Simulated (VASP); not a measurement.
# GeBi2O4 (P2/m) in VASP: single point with PBEsol

Aim: the single point of GeBi2O4 with PBEsol.

Everything below comes from runs of VASP 6.6.1. Logs are shortened: lines on timing, memory, paths and dates and some standing lists are left out, and cuts for length are marked.

## Step 1: The cell of the first run

It takes space group P2/m (No. 10, monoclinic). Conventional cell: a = 5.528 Å, b = 3.599 Å, c = 6.002 Å, α = 90.00°, β = 107.79°, γ = 90.00°. Ge (site symmetry 2/m) has 6 O at 2.23 to 2.50 Å within 3.0 Å. Bi (site symmetry 2/m) has 6 O at 2.43 to 2.45 Å within 3.2 Å. Bi (site symmetry 2/m) has 6 O at 2.37 to 2.38 Å within 3.1 Å. Within 3.1 Å of O (site symmetry m) lie 3 Bi at 2.37 to 2.45 Å and 2 Ge at 2.50 Å. O (site symmetry m) has 2 Ge at 2.23 to 3.89 Å and 3 Bi at 2.38 to 2.43 Å and 12 O at 3.11 to 3.70 Å within 3.9 Å.

## Step 2: Single point, PBEsol

Contents of INCAR:

```
PREC     = Accurate       # precision mode
ENCUT    = 520            # plane-wave cutoff, eV
EDIFF    = 1E-7           # SCF threshold, eV
ISMEAR   = -1             # smearing method
SIGMA    = 0.03           # smearing width, eV
LREAL    = F              # projectors in reciprocal space
LASPH    = T              # aspherical terms in the spheres
NELM     = 80             # most SCF steps
ALGO     = Normal         # electronic algorithm
ISIF     = 2              # what is computed and relaxed
LWAVE    = F              # write WAVECAR
LCHARG   = T              # write CHGCAR
GGA      = PS             # functional
LELF     = T              # ELF
LVHAR    = T            
NBANDS   = 43             # bands
```

Contents of KPOINTS:

```
Automatic mesh
0
Gamma
  4 6 4
```

Contents of POSCAR:

```
GeBi2O4
1.0
    6.0009020250      0.0000000000      0.1124940508
    0.0000000000      3.5988343432      0.0000000000
   -1.7871551347      0.0000000000      5.2307941171
Ge Bi O
1 2 4
Direct
    0.5000000000      0.0000000000      0.5000000000
    0.0000000000      0.0000000000      0.0000000000
    0.5000000000      0.5000000000      0.0000000000
    0.7589927929      0.5000000000      0.7504906527
    0.2799927088      0.0000000000      0.7611254213
    0.2410072071      0.5000000000      0.2495093473
    0.7200072912      0.0000000000      0.2388745787
```

Potentials or basis: VASP PAW PBE potentials, release 64 (Ge_d, Bi_d, O).

Started as:

```console
cat potpaw_PBE.64/Ge_d/POTCAR potpaw_PBE.64/Bi_d/POTCAR potpaw_PBE.64/O/POTCAR > POTCAR
mpirun -np 1 vasp_std > vasp.out
```

OUTCAR:

```text
PREC = Accurate
   ENCUT = 520
   EDIFF = 1E-7
   ISMEAR = -1
   LREAL = F
   LASPH = T
   NELM = 80
   ISIF = 2
   GGA = PS

 ion  position               nearest neighbor table
   1  0.500  0.000  0.500-   5 2.23   7 2.23   3 3.30   3 3.30   3 3.30   3 3.30   2 3.40   2 3.40

   2  0.000  0.000  0.000-   5 2.43   7 2.43   6 2.45   4 2.45   4 2.45   6 2.45   1 3.40   1 3.40
                             3 3.50   3 3.50   3 3.50   3 3.50
   3  0.500  0.500  0.000-   4 2.37   6 2.37   5 2.38   7 2.38   5 2.38   7 2.38   1 3.30   1 3.30
                             1 3.30   1 3.30   2 3.50   2 3.50   2 3.50   2 3.50
   4  0.759  0.500  0.750-   3 2.37   2 2.45   2 2.45
   5  0.280  0.000  0.761-   1 2.23   3 2.38   3 2.38   2 2.43
   6  0.241  0.500  0.250-   3 2.37   2 2.45   2 2.45
   7  0.720  0.000  0.239-   1 2.23   3 2.38   3 2.38   2 2.43

  LATTYP: Found a simple monoclinic cell.
 ALAT       =     5.5276695425
 B/A-ratio  =     0.6510581567
 C/A-ratio  =     1.0858023085
 COS(beta)  =    -0.3055177136

  Lattice vectors:

 A1 = (  -1.7871551347,   0.0000000000,   5.2307941171)
 A2 = (   0.0000000000,  -3.5988343432,   0.0000000000)
 A3 = (   6.0009020250,   0.0000000000,   0.1124940508)

Analysis of symmetry for initial positions (statically):
=====================================================================
 Subroutine PRICEL returns:
 Original cell was already a primitive cell.

 Routine SETGRP: Setting up the symmetry group for a
 simple monoclinic supercell.

 Subroutine GETGRP returns: Found  4 space group operations
 (whereof  4 operations were pure point group operations)
 out of a pool of  4 trial point group operations.

The static configuration has the point symmetry C_2h.

Analysis of symmetry for dynamics (positions and initial velocities):
=====================================================================
 Subroutine PRICEL returns:
 Original cell was already a primitive cell.

 Routine SETGRP: Setting up the symmetry group for a
 simple monoclinic supercell.

 Subroutine GETGRP returns: Found  4 space group operations
 (whereof  4 operations were pure point group operations)
 out of a pool of  4 trial point group operations.

The dynamic configuration has the point symmetry C_2h.

 Subroutine INISYM returns: Found  4 space group operations
 (whereof  4 operations are pure point group operations),
 and found     1 'primitive' translations

----------------------------------------------------------------------------------------

                                     Primitive cell

  volume of cell :     113.6891

  direct lattice vectors                    reciprocal lattice vectors
     6.000902025  0.000000000  0.112494051     0.165581095  0.000000000  0.056572501
     0.000000000  3.598834343  0.000000000     0.000000000  0.277867750  0.000000000
    -1.787155135  0.000000000  5.230794117    -0.003561006  0.000000000  0.189958906

  length of vectors
     6.001956350  3.598834343  5.527669542     0.174978704  0.277867750  0.189992281

  position of ions in fractional coordinates (direct lattice)
     0.500000000  0.000000000  0.500000000
     0.000000000  0.000000000  0.000000000
     0.500000000  0.500000000  0.000000000
     0.758992793  0.500000000  0.750490653
     0.279992709  0.000000000  0.761125421
     0.241007207  0.500000000  0.249509347
     0.720007291  0.000000000  0.238874579

  ion indices of the primitive-cell ions
   primitive index   ion index
                 1           1
                 2           2
                 3           3
                 4           4
                 5           5
                 6           6
                 7           7

----------------------------------------------------------------------------------------

 KPOINTS: Automatic mesh

Automatic generation of k-mesh.
 Grid dimensions read from file:
 generate k-points for:    4    6    4

 Generating k-lattice:

  Cartesian coordinates                     Fractional coordinates (reciprocal lattice)
     0.041395274  0.000000000  0.014143125     0.250000000  0.000000000  0.000000000
     0.000000000  0.046311292  0.000000000     0.000000000  0.166666667  0.000000000
    -0.000890251  0.000000000  0.047489727     0.000000000  0.000000000  0.250000000

  Length of vectors
     0.043744676  0.046311292  0.047498070

  Shift w.r.t. Gamma in fractional coordinates (k-lattice)
     0.000000000  0.000000000  0.000000000

 Subroutine IBZKPT returns following result:
 ===========================================

 Found     40 irreducible k-points:

 Following reciprocal coordinates:
            Coordinates               Weight
  0.000000  0.000000  0.000000      1.000000
  0.250000  0.000000  0.000000      2.000000
  0.500000  0.000000  0.000000      1.000000
  0.000000  0.166667  0.000000      2.000000
  0.250000  0.166667  0.000000      4.000000
  0.500000  0.166667  0.000000      2.000000
[... 16 lines left out ...]
  0.500000  0.333333  0.250000      4.000000
 -0.250000  0.333333  0.250000      4.000000
 [... further k-points ...]
   k-points           NKPTS =     40   k-points in BZ     NKDIM =     40   number of bands    NBANDS=     43
   number of dos      NEDOS =    301   number of ions     NIONS =      7
   total plane-waves  NPLWV =  56448
   dimension x,y,z NGX =    48 NGY =   28 NGZ =   42
   dimension x,y,z NGXF=    96 NGYF=   56 NGZF=   84
   ions per type =               1   2   4
   NGX,Y,Z   is equivalent  to a cutoff of  13.30, 12.93, 12.63 a.u.
   NGXF,Y,Z  is equivalent  to a cutoff of  26.59, 25.87, 25.26 a.u.
 SYSTEM =  unknown system
   PREC   = accura    normal or accurate (medium, high low for compatibility)
   ISTART =      0    job   : 0-new  1-cont  2-samecut
   ICHARG =      2    charge: 1-file 2-atom 10-const
   ISPIN  =      1    spin polarized calculation?
   LNONCOLLINEAR =      F non collinear calculations
   LSORBIT =      F    spin-orbit coupling
   LASPH  =      T    aspherical Exc in radial PAW
   ENCUT  =  520.0 eV  38.22 Ry    6.18 a.u.  11.16  6.69 10.28*2*pi/ulx,y,z
   NELM   =     80;   NELMIN=  2; NELMDL= -5     # of ELM steps
   EDIFF  = 0.1E-06   stopping-criterion for ELM
   LREAL  =      F    real-space projection
   EDIFFG = 0.1E-05   stopping-criterion for IOM
   NSW    =      0    number of steps for IOM
   IBRION =     -1    ionic relax: 0-MD 1-quasi-New 2-CG
   NFREE  =      0    steps in history (QN), initial steepest desc. (CG)
   ISIF   =      2    stress and relaxation
   ISYM   =      2    0-nonsym 1-usesym 2-fastsym
   POTIM  = 0.5000    time-step for ionic-motion
   TEBEG  =    0.0;   TEEND  =   0.0 temperature during run
   PSTRESS=    0.0 pullay stress
   NELECT =      68.0000    total number of electrons
   NUPDOWN=      -1.0000    fix difference up-down
   EMIN   =  10.00;   EMAX   =-10.00  energy-range for DOS
   EFERMI =   0.00;   METHOD = LEGACY
   ISMEAR =    -1;   SIGMA  =   0.03  broadening in eV -4-tet -1-fermi 0-gaus
   EFERMI_NEDOS =   21; number of points for ismear=-14 and -15
   IALGO  =     38    algorithm
   IMIX   =      4    mixing-type and parameters
     AMIX     =   0.40;   BMIX     =  1.00
     AMIX_MAG =   1.60;   BMIX_MAG =  1.00
  volume/ion in A,a.u.               =      16.24       109.60
  Fermi-wavevector in a.u.,A,eV,Ry     =   1.379341  2.606576 25.886184  1.902581
  Thomas-Fermi vector in A             =   2.504319
   LORBIT       =      0    0 simple, 1 ext, 2 COOP (PROOUT), +10 PAW based schemes
   GGA     = PS    functional components
   LHFCALC =     F    Hartree Fock is set to
   AEXX    =    0.0000 exact exchange contribution
   IVDW    =     0    specifies the selected vdW correction
   LEPSILON=     F    determine dielectric tensor
   LRPA    =     F    only Hartree local field effects (RPA)
 non-spin polarized calculation
  energy-cutoff  :      520.00
  volume of cell :      113.69
 maximum number of plane-waves:      3088
 NGX is ok and might be reduce to    48
   NGX = 23   NGY = 13   NGZ = 21

 number of electron      68.0000013 magnetization

 Free energy of the ion-electron system (eV)
  ---------------------------------------------------
  ext. energy  EPLUGINS =         0.00000000
  ---------------------------------------------------
  free energy    TOTEN  =       -40.29334341 eV

  energy without entropy =      -40.29306139  energy(sigma->0) =      -40.29320240

 E-fermi :   5.6204     XC(G=0): -10.5660

 val. band max:        5.5217138159   @ k =   0.5000   0.5000   0.5000
 cond. band min:       5.7328914744   @ k =  -0.2500   0.0000   0.2500
 fundamental gap:      0.2111776585
 Fermi energy:         5.6203855525

 k-point     1 :       0.0000    0.0000    0.0000
  band No.  band energies     occupation
      1     -19.0663      2.00000
      2     -19.0516      2.00000
      3     -19.0224      2.00000
      4     -19.0095      2.00000
      5     -19.0089      2.00000
      6     -17.5543      2.00000
[... 35 lines left out ...]
     42      11.8604      0.00000
     43      12.0280      0.00000

 k-point     2 :       0.2500    0.0000    0.0000
  band No.  band energies     occupation
      1     -19.0660      2.00000
      2     -19.0516      2.00000
      3     -19.0221      2.00000
      4     -19.0095      2.00000
      5     -19.0087      2.00000
      6     -17.5477      2.00000
[... 35 lines left out ...]
     42      11.4640      0.00000
     43      12.4228      0.00000

 k-point     3 :       0.5000    0.0000    0.0000
  band No.  band energies     occupation
      1     -19.0658      2.00000
      2     -19.0515      2.00000
      3     -19.0218      2.00000
      4     -19.0095      2.00000
      5     -19.0086      2.00000
      6     -17.5420      2.00000
[... 35 lines left out ...]
     42      11.3122      0.00000
     43      12.4059      0.00000

 k-point     4 :       0.0000    0.1667    0.0000
  band No.  band energies     occupation
      1     -19.0635      2.00000
      2     -19.0547      2.00000
      3     -19.0211      2.00000
      4     -19.0107      2.00000
      5     -19.0077      2.00000
      6     -17.5180      2.00000
[... 863 lines left out ...]
     42      11.1794      0.00000
     43      12.0968      0.00000

 k-point    23 :       0.5000    0.3333    0.2500
  band No.  band energies     occupation
      1     -19.0612      2.00000
      2     -19.0578      2.00000
      3     -19.0190      2.00000
      4     -19.0131      2.00000
      5     -19.0048      2.00000
      6     -17.5722      2.00000
[... 35 lines left out ...]
     42      11.2287      0.00000
     43      12.1541      0.00000

 k-point    24 :      -0.2500    0.3333    0.2500
  band No.  band energies     occupation
      1     -19.0614      2.00000
      2     -19.0581      2.00000
      3     -19.0191      2.00000
      4     -19.0131      2.00000
      5     -19.0048      2.00000
      6     -17.5614      2.00000
[... 35 lines left out ...]
     42      11.1503      0.00000
     43      12.1197      0.00000

 [... further k-points ...]
[... 5 lines left out ...]
  --------------------------------------------------------------------------------------
  -------------------------------------------------------------------------------------
  Total        0.0757866      0.0771002      0.0000141      0.0000000      0.0000000     -0.0198996
  in kB        1.0680327      1.0865434      0.0001981      0.0000000      0.0000000     -0.2804370
  external PRESSURE =       0.7182581 kB  Pullay stress =       0.0000000 kB

 VOLUME and BASIS-vectors are now :
 -----------------------------------------------------------------------------
  energy-cutoff  :      520.00
  volume of cell :      113.69
      direct lattice vectors                 reciprocal lattice vectors
     6.000902025  0.000000000  0.112494051     0.165581095  0.000000000  0.056572501
     0.000000000  3.598834343  0.000000000     0.000000000  0.277867750  0.000000000
    -1.787155135  0.000000000  5.230794117    -0.003561006  0.000000000  0.189958906

 POSITION                                       TOTAL-FORCE (eV/Angst)
 -----------------------------------------------------------------------------------
      2.10687      0.00000      2.67164        -0.000000      0.000000      0.000000
      0.00000      0.00000      0.00000        -0.000000      0.000000      0.000000
      3.00045      1.79942      0.05625        -0.000000      0.000000      0.000000
      3.21340      1.79942      4.01104         0.005374      0.000000     -0.014102
      0.31996      0.00000      4.01279        -0.009336      0.000000     -0.012802
      1.00035      1.79942      1.33224        -0.005374      0.000000      0.014102
      3.89379      0.00000      1.33050         0.009336      0.000000      0.012802
 -----------------------------------------------------------------------------------
    total drift:                               -0.000000     -0.000000     -0.000000

  FREE ENERGIE OF THE ION-ELECTRON SYSTEM (eV)
  ---------------------------------------------------
  free  energy   TOTEN  =       -40.2933434111 eV

  energy  without entropy=      -40.2930613949  energy(sigma->0) =      -40.29320240
```

It took 4.3 min on 1 thread of Intel Xeon 8259CL, shared host; peak memory 0.34 GiB.

What came out:

```
Free energy            : -40.2933 eV
Pressure               : 0.1 GPa
Largest force          : 0.016 eV/Å
Band gap on the k mesh : 0.21 eV (least direct gap 0.61 eV)
```

Forces in eV/Å, atoms in the order of the input:
```
Ge   0.000  0.000  0.000
Bi   0.000  0.000  0.000
Bi   0.000  0.000  0.000
O    0.005  0.000 -0.014
O   -0.009  0.000 -0.013
O   -0.005  0.000  0.014
O    0.009  0.000  0.013
```

Levels at points of the mesh, in eV from the valence-band top:
```
           k point  band 32  band 33  band 34  band 35  band 36  band 37
(0.00, 0.00, 0.00)    -2.00    -1.41    -0.47     0.62     0.75     3.26
(0.50, 0.00, 0.00)    -1.95    -1.80    -0.86     1.98     2.37     2.77
(0.00, 0.50, 0.00)    -1.05    -0.27    -0.08     1.28     3.27     3.73
(0.50, 0.50, 0.00)    -1.95    -1.53    -0.22     2.21     3.06     3.34
(0.00, 0.00, 0.50)    -2.17    -1.30    -0.67     1.99     2.38     3.28
(0.50, 0.00, 0.50)    -1.40    -0.76    -0.49     0.62     2.83     2.86
(0.00, 0.50, 0.50)    -1.94    -1.92    -0.27     2.30     2.96     3.23
(0.50, 0.50, 0.50)    -1.70    -0.62     0.00     0.66     1.11     4.01
```

Caveat: the PAW data sets were made with another functional, which shifts forces and pressure a little; spin-orbit coupling is left out, which moves the levels of the heavy elements. A k mesh can miss the band edges.
